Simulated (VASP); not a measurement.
# AlGa3As4 (P3m1) in VASP: single point with r2SCAN

Aim: the single point of AlGa3As4 with r2SCAN.

Program: VASP 6.6.1. These are calculated values, not measurements. Logs are shortened: lines on timing, memory, paths and dates and some standing lists are left out, and cuts for length are marked.

## Step 1: The cell of the first run

It takes space group P3m1 (No. 156, trigonal). The conventional cell has a = 3.997 Å, b = 3.997 Å, c = 13.176 Å, α = 90.00°, β = 90.00°, γ = 120.00°. Al (site symmetry 3m) has 4 As at 2.45 to 2.47 Å within 3.2 Å. Within 3.2 Å of Ga (site symmetry 3m) lie 4 As at 2.45 to 2.46 Å. Ga (site symmetry 3m) has 4 As at 2.46 Å within 3.2 Å. Within 3.2 Å of Ga (site symmetry 3m) lie 4 As at 2.45 to 2.46 Å. As (site symmetry 3m) has 3 Al at 2.45 Å and 1 Ga at 2.46 Å within 3.2 Å. As (site symmetry 3m) has 4 Ga at 2.45 to 2.46 Å within 3.2 Å. Within 3.2 Å of As (site symmetry 3m) lie 4 Ga at 2.45 to 2.46 Å. As (site symmetry 3m) has 3 Ga at 2.46 Å and 1 Al at 2.47 Å within 3.2 Å.

## Step 2: Single point, r2SCAN

Input file POSCAR:

```
AlGa3As4
1.0
    3.9971783695      0.0000000000      0.0000000000
   -1.9985891848      3.4616580115      0.0000000000
    0.0000000000      0.0000000000     13.1761435380
Al Ga As
1 3 4
Direct
    0.0000000000      0.0000000000      0.9993280216
    0.6666666667      0.3333333333      0.2485711043
    0.6666666667      0.3333333333      0.7483050662
    0.0000000000      0.0000000000      0.4986162173
    0.6666666667      0.3333333333      0.0616938228
    0.6666666667      0.3333333333      0.5615506309
    0.0000000000      0.0000000000      0.3117474414
    0.0000000000      0.0000000000      0.8119886955
```

Input file INCAR.step1:

```
ALGO = Normal
EDIFF = 1E-4
ENCUT = 520
GGA = PE
ISMEAR = 0
LASPH = True
LCHARG = False
LREAL = False
LWAVE = True
NBANDS = 41
NELM = 100
PREC = Accurate
SIGMA = 0.02
```

Input file INCAR.step2:

```
ALGO = Normal
EDIFF = 1E-6
ENCUT = 520
ISIF = 2
ISMEAR = 0
ISTART = 1
LASPH = True
LCHARG = False
LMIXTAU = True
LREAL = False
LWAVE = False
METAGGA = R2SCAN
NBANDS = 41
NELM = 100
PREC = Accurate
SIGMA = 0.02
```

Input file KPOINTS:

```
k-points
0
Gamma
  12 12 2
```

Potentials or basis: VASP PAW PBE potentials, release 64 (Al, Ga_d, As).

Started as:

```bash
> cat potpaw_PBE.64/Al/POTCAR potpaw_PBE.64/Ga_d/POTCAR potpaw_PBE.64/As/POTCAR > POTCAR
> cp INCAR.step1 INCAR
> mpirun -np 1 vasp_std > vasp.out
> cp INCAR.step2 INCAR
> mpirun -np 1 vasp_std > vasp.out
```

OUTCAR:

```text
EDIFF = 1E-6
   ENCUT = 520
   ISIF = 2
   ISMEAR = 0
   ISTART = 1
   LASPH = True
   LREAL = False
   METAGGA = R2SCAN
   NELM = 100
   PREC = Accurate

 ion  position               nearest neighbor table
   1  0.000  0.000  0.999-   5 2.45   5 2.45   5 2.45   8 2.47
   2  0.667  0.333  0.249-   7 2.45   7 2.45   7 2.45   5 2.46
   3  0.667  0.333  0.748-   8 2.46   8 2.46   8 2.46   6 2.46
   4  0.000  0.000  0.499-   6 2.45   6 2.45   6 2.45   7 2.46
   5  0.667  0.333  0.062-   1 2.45   1 2.45   1 2.45   2 2.46
   6  0.667  0.333  0.562-   4 2.45   4 2.45   4 2.45   3 2.46
   7  0.000  0.000  0.312-   2 2.45   2 2.45   2 2.45   4 2.46
   8  0.000  0.000  0.812-   3 2.46   3 2.46   3 2.46   1 2.47

  LATTYP: Found a hexagonal cell.
 ALAT       =     3.9971783695
 C/A-ratio  =     3.2963611628

  Lattice vectors:

 A1 = (   3.9971783695,   0.0000000000,   0.0000000000)
 A2 = (  -1.9985891848,   3.4616580115,   0.0000000000)
 A3 = (   0.0000000000,   0.0000000000,  13.1761435380)

Analysis of symmetry for initial positions (statically):
=====================================================================
 Subroutine PRICEL returns:
 Original cell was already a primitive cell.

 Routine SETGRP: Setting up the symmetry group for a
 hexagonal supercell.

 Subroutine GETGRP returns: Found  6 space group operations
 (whereof  6 operations were pure point group operations)
 out of a pool of 24 trial point group operations.

The static configuration has the point symmetry C_3v.

Analysis of symmetry for dynamics (positions and initial velocities):
=====================================================================
 Subroutine PRICEL returns:
 Original cell was already a primitive cell.

 Routine SETGRP: Setting up the symmetry group for a
 hexagonal supercell.

 Subroutine GETGRP returns: Found  6 space group operations
 (whereof  6 operations were pure point group operations)
 out of a pool of 24 trial point group operations.

The dynamic configuration has the point symmetry C_3v.

 Subroutine INISYM returns: Found  6 space group operations
 (whereof  6 operations are pure point group operations),
 and found     1 'primitive' translations

----------------------------------------------------------------------------------------

                                     Primitive cell

  volume of cell :     182.3165

  direct lattice vectors                    reciprocal lattice vectors
     3.997178369  0.000000000  0.000000000     0.250176476  0.144439456  0.000000000
    -1.998589185  3.461658011  0.000000000     0.000000000  0.288878912  0.000000000
     0.000000000  0.000000000 13.176143538     0.000000000  0.000000000  0.075894741

  length of vectors
     3.997178369  3.997178370 13.176143538     0.288878912  0.288878912  0.075894741

  position of ions in fractional coordinates (direct lattice)
     0.000000000  0.000000000  0.999328022
     0.666666667  0.333333333  0.248571104
     0.666666667  0.333333333  0.748305066
     0.000000000  0.000000000  0.498616217
     0.666666667  0.333333333  0.061693823
     0.666666667  0.333333333  0.561550631
     0.000000000  0.000000000  0.311747441
     0.000000000  0.000000000  0.811988695

  ion indices of the primitive-cell ions
   primitive index   ion index
                 1           1
                 2           2
                 3           3
                 4           4
                 5           5
                 6           6
                 7           7
                 8           8

----------------------------------------------------------------------------------------

 KPOINTS: k-points

Automatic generation of k-mesh.
 Grid dimensions read from file:
 generate k-points for:   12   12    2

 Generating k-lattice:

  Cartesian coordinates                     Fractional coordinates (reciprocal lattice)
     0.020848040  0.012036621  0.000000000     0.083333333  0.000000000  0.000000000
     0.000000000  0.024073243  0.000000000     0.000000000  0.083333333  0.000000000
     0.000000000  0.000000000  0.037947370     0.000000000  0.000000000  0.500000000

  Length of vectors
     0.024073243  0.024073243  0.037947370

  Shift w.r.t. Gamma in fractional coordinates (k-lattice)
     0.000000000  0.000000000  0.000000000

 Subroutine IBZKPT returns following result:
 ===========================================

 Found     38 irreducible k-points:

 Following reciprocal coordinates:
            Coordinates               Weight
  0.000000  0.000000  0.000000      1.000000
  0.083333 -0.000000  0.000000      6.000000
  0.166667 -0.000000  0.000000      6.000000
  0.250000  0.000000  0.000000      6.000000
  0.333333 -0.000000  0.000000      6.000000
  0.416667  0.000000  0.000000      6.000000
[... 16 lines left out ...]
  0.250000  0.000000  0.500000      6.000000
  0.333333 -0.000000  0.500000      6.000000
 [... further k-points ...]
   k-points           NKPTS =     38   k-points in BZ     NKDIM =     38   number of bands    NBANDS=     41
   number of dos      NEDOS =    301   number of ions     NIONS =      8
   total plane-waves  NPLWV =  88200
   dimension x,y,z NGX =    30 NGY =   30 NGZ =   98
   dimension x,y,z NGXF=    60 NGYF=   60 NGZF=  196
   ions per type =               1   3   4
   NGX,Y,Z   is equivalent  to a cutoff of  12.48, 12.48, 12.36 a.u.
   NGXF,Y,Z  is equivalent  to a cutoff of  24.95, 24.95, 24.73 a.u.
 SYSTEM =  unknown system
   PREC   = accura    normal or accurate (medium, high low for compatibility)
   ISTART =      1    job   : 0-new  1-cont  2-samecut
   ICHARG =      0    charge: 1-file 2-atom 10-const
   ISPIN  =      1    spin polarized calculation?
   LNONCOLLINEAR =      F non collinear calculations
   LSORBIT =      F    spin-orbit coupling
   LASPH  =      T    aspherical Exc in radial PAW
   ENCUT  =  520.0 eV  38.22 Ry    6.18 a.u.   7.43  7.43 24.50*2*pi/ulx,y,z
   NELM   =    100;   NELMIN=  2; NELMDL=  0     # of ELM steps
   EDIFF  = 0.1E-05   stopping-criterion for ELM
   LREAL  =      F    real-space projection
   EDIFFG = 0.1E-04   stopping-criterion for IOM
   NSW    =      0    number of steps for IOM
   IBRION =     -1    ionic relax: 0-MD 1-quasi-New 2-CG
   NFREE  =      0    steps in history (QN), initial steepest desc. (CG)
   ISIF   =      2    stress and relaxation
   ISYM   =      2    0-nonsym 1-usesym 2-fastsym
   POTIM  = 0.5000    time-step for ionic-motion
   TEBEG  =    0.0;   TEEND  =   0.0 temperature during run
   PSTRESS=    0.0 pullay stress
   NELECT =      62.0000    total number of electrons
   NUPDOWN=      -1.0000    fix difference up-down
   EMIN   =  10.00;   EMAX   =-10.00  energy-range for DOS
   EFERMI =   0.00;   METHOD = LEGACY
   ISMEAR =     0;   SIGMA  =   0.02  broadening in eV -4-tet -1-fermi 0-gaus
   EFERMI_NEDOS =   21; number of points for ismear=-14 and -15
   IALGO  =     38    algorithm
   IMIX   =      4    mixing-type and parameters
     AMIX     =   0.40;   BMIX     =  1.00
     AMIX_MAG =   1.60;   BMIX_MAG =  1.00
  volume/ion in A,a.u.               =      22.79       153.79
  Fermi-wavevector in a.u.,A,eV,Ry     =   1.142694  2.159379 17.765811  1.305750
  Thomas-Fermi vector in A             =   2.279392
   LORBIT       =      0    0 simple, 1 ext, 2 COOP (PROOUT), +10 PAW based schemes
   METAGGA = R2SCAN    functional components
   LHFCALC =     F    Hartree Fock is set to
   AEXX    =    0.0000 exact exchange contribution
   IVDW    =     0    specifies the selected vdW correction
   LEPSILON=     F    determine dielectric tensor
   LRPA    =     F    only Hartree local field effects (RPA)
 non-spin polarized calculation
 Gauss-broadening in eV      SIGMA  =   0.02
  energy-cutoff  :      520.00
  volume of cell :      182.32
 maximum number of plane-waves:      4963
 NGX is ok and might be reduce to    30
   NGX = 15   NGY = 15   NGZ = 49

 number of electron      61.9999974 magnetization

 Free energy of the ion-electron system (eV)
  ---------------------------------------------------
  ext. energy  EPLUGINS =         0.00000000
  ---------------------------------------------------
  free energy    TOTEN  =      -103.77117061 eV

  energy without entropy =     -103.77117061  energy(sigma->0) =     -103.77117061

 E-fermi :   3.8070     XC(G=0): -10.0119

 val. band max:        3.7265568920   @ k =   0.0000   0.0000   0.0000
 cond. band min:       4.8077860511   @ k =   0.0000   0.0000   0.0000
 fundamental gap:      1.0812291590
 Fermi energy:         3.8070489337

 k-point     1 :       0.0000    0.0000    0.0000
  band No.  band energies     occupation
      1     -11.5828      2.00000
      2     -11.5554      2.00000
      3     -11.5205      2.00000
      4     -11.5095      2.00000
      5     -11.5094      2.00000
      6     -11.4975      2.00000
[... 33 lines left out ...]
     40       8.3562      0.00000
     41       8.4791      0.00000

 k-point     2 :       0.0833   -0.0000    0.0000
  band No.  band energies     occupation
      1     -11.5852      2.00000
      2     -11.5577      2.00000
      3     -11.5226      2.00000
      4     -11.5109      2.00000
      5     -11.5076      2.00000
      6     -11.4983      2.00000
[... 33 lines left out ...]
     40       8.2852      0.00000
     41       8.6054      0.00000

 k-point     3 :       0.1667   -0.0000    0.0000
  band No.  band energies     occupation
      1     -11.5922      2.00000
      2     -11.5655      2.00000
      3     -11.5281      2.00000
      4     -11.5190      2.00000
      5     -11.5026      2.00000
      6     -11.4946      2.00000
[... 33 lines left out ...]
     40       8.4824      0.00000
     41       9.2463      0.00000

 k-point     4 :       0.2500    0.0000    0.0000
  band No.  band energies     occupation
      1     -11.6021      2.00000
      2     -11.5780      2.00000
      3     -11.5439      2.00000
      4     -11.5193      2.00000
      5     -11.4963      2.00000
      6     -11.4887      2.00000
[... 825 lines left out ...]
     40       8.6137      0.00000
     41       8.6923      0.00000

 k-point    23 :       0.2500    0.0000    0.5000
  band No.  band energies     occupation
      1     -11.6021      2.00000
      2     -11.5778      2.00000
      3     -11.5444      2.00000
      4     -11.5190      2.00000
      5     -11.4964      2.00000
      6     -11.4889      2.00000
[... 33 lines left out ...]
     40       9.3178      0.00000
     41       9.5248      0.00000

 k-point    24 :       0.3333   -0.0000    0.5000
  band No.  band energies     occupation
      1     -11.6119      2.00000
      2     -11.5914      2.00000
      3     -11.5608      2.00000
      4     -11.5158      2.00000
      5     -11.4909      2.00000
      6     -11.4838      2.00000
[... 33 lines left out ...]
     40       9.3413      0.00000
     41       9.3511      0.00000

 [... further k-points ...]
[... 5 lines left out ...]
  --------------------------------------------------------------------------------------
  -------------------------------------------------------------------------------------
  Total        0.0466710      0.0466710      0.0974198     -0.0000000      0.0000000     -0.0000000
  in kB        0.4101393      0.4101393      0.8561147     -0.0000000      0.0000000     -0.0000000
  external PRESSURE =       0.5587978 kB  Pullay stress =       0.0000000 kB

 VOLUME and BASIS-vectors are now :
 -----------------------------------------------------------------------------
  energy-cutoff  :      520.00
  volume of cell :      182.32
      direct lattice vectors                 reciprocal lattice vectors
     3.997178369  0.000000000  0.000000000     0.250176476  0.144439456  0.000000000
    -1.998589185  3.461658011  0.000000000     0.000000000  0.288878912  0.000000000
     0.000000000  0.000000000 13.176143538     0.000000000  0.000000000  0.075894741

 POSITION                                       TOTAL-FORCE (eV/Angst)
 -----------------------------------------------------------------------------------
      0.00000      0.00000     13.16729         0.000000     -0.000000      0.000502
      1.99859      1.15389      3.27521        -0.000000     -0.000000      0.012642
      1.99859      1.15389      9.85977         0.000000      0.000000      0.005093
      0.00000      0.00000      6.56984        -0.000000     -0.000000      0.013167
      1.99859      1.15389      0.81289         0.000000     -0.000000     -0.021078
      1.99859      1.15389      7.39907         0.000000     -0.000000     -0.008782
      0.00000      0.00000      4.10763         0.000000     -0.000000     -0.008623
      0.00000      0.00000     10.69888         0.000000     -0.000000      0.007078
 -----------------------------------------------------------------------------------
    total drift:                                0.000006     -0.000008      0.012740

  FREE ENERGIE OF THE ION-ELECTRON SYSTEM (eV)
  ---------------------------------------------------
  free  energy   TOTEN  =      -103.7711706068 eV

  energy  without entropy=     -103.7711706068  energy(sigma->0) =     -103.77117061
```

Run time: 24 min. Hardware: 1 thread of Oxide Virtual Turin-like, shared host; peak memory 0.45 GiB.

What came out:

- Free energy: -103.7712 eV
- Pressure: 0.1 GPa
- Largest force: 0.021 eV/Å
- Band gap on the k mesh: 1.08 eV

Forces in eV/Å, atoms in the order of the input:
```
Al   0.000  0.000  0.001
Ga   0.000  0.000  0.013
Ga   0.000  0.000  0.005
Ga   0.000  0.000  0.013
As   0.000  0.000 -0.021
As   0.000  0.000 -0.009
As   0.000  0.000 -0.009
As   0.000  0.000  0.007
```

Levels at points of the mesh, in eV from the valence-band top:
| k point | band 29 | band 30 | band 31 | band 32 | band 33 | band 34 |
| --- | --- | --- | --- | --- | --- | --- |
| (0.00, 0.00, 0.00) | -0.21 | 0.00 | 0.00 | 1.08 | 1.40 | 1.91 |
| (0.50, 0.00, 0.00) | -2.11 | -2.05 | -1.20 | 1.59 | 1.65 | 1.92 |
| (0.00, 0.00, 0.50) | -0.32 | -0.15 | -0.15 | 1.36 | 1.57 | 2.21 |
| (0.50, 0.00, 0.50) | -1.91 | -1.53 | -1.47 | 1.60 | 1.77 | 1.84 |

Caveat: the PAW data sets were made with another functional, which shifts forces and pressure a little.
